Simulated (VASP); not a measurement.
Write the native input for VASP 6.6.1 that does the following.

| Property | Result |
| --- | --- |
| Task | single point |
| Functional | PBEsol |
| Potentials or basis | VASP PAW PBE potentials, release 64 (Ga_d, N) |
| Cutoff | 520 eV |
| k mesh | 12 × 12 × 8 |
| Occupations | gaussian, width 0.05 eV |
| Spin | no spin polarisation |
| Dipole correction | no |
| Further INCAR settings | ALGO = Normal; EDIFF = 1e-06; NBANDS = 26 |

The structure of GaN lies in POSCAR:

```
GaN
1.0
    3.1827403656      0.0000000001      0.0000000000
   -1.5913701828      2.7563340102      0.0000000000
    0.0000000000      0.0000000000      5.1854270288
Ga N
2 2
Direct
    0.3333333333      0.6666666667     -0.0008070976
    0.6666666667      0.3333333333      0.4991929024
    0.3333333333      0.6666666667      0.3758070976
    0.6666666667      0.3333333333      0.8758070976
```

One way to write it, as run:

INCAR

```
PREC     = Accurate       # precision mode
ENCUT    = 520            # plane-wave cutoff, eV
EDIFF    = 1E-6           # SCF threshold, eV
ISMEAR   = 0              # smearing method
SIGMA    = 0.05           # smearing width, eV
LREAL    = F              # projectors in reciprocal space
LASPH    = T              # aspherical terms in the spheres
NELM     = 80             # most SCF steps
ALGO     = Normal         # electronic algorithm
ISIF     = 2              # what is computed and relaxed
LWAVE    = F              # write WAVECAR
LCHARG   = T              # write CHGCAR
GGA      = PS             # functional
LELF     = T              # ELF
LVHAR    = T            
NBANDS   = 26             # bands
```

KPOINTS

```
regular mesh
0
Gamma
  12 12 8
```

Potentials or basis: VASP PAW PBE potentials, release 64 (Ga_d, N).

Launch:

```bash
$ cat potpaw_PBE.64/Ga_d/POTCAR potpaw_PBE.64/N/POTCAR > POTCAR
$ mpirun -np 1 vasp_std > vasp.out
```

Results of the run:

```
Pressure               : -0.2 GPa
Band gap on the k mesh : 1.89 eV, direct
```

Caveat: the PAW data sets were made with another functional, which shifts forces and pressure a little.

Wall time 39 s on 1 thread of Intel(R) Xeon(R) 6975P-C (Granite Rapids), on a shared host, peak memory 0.22 GiB.
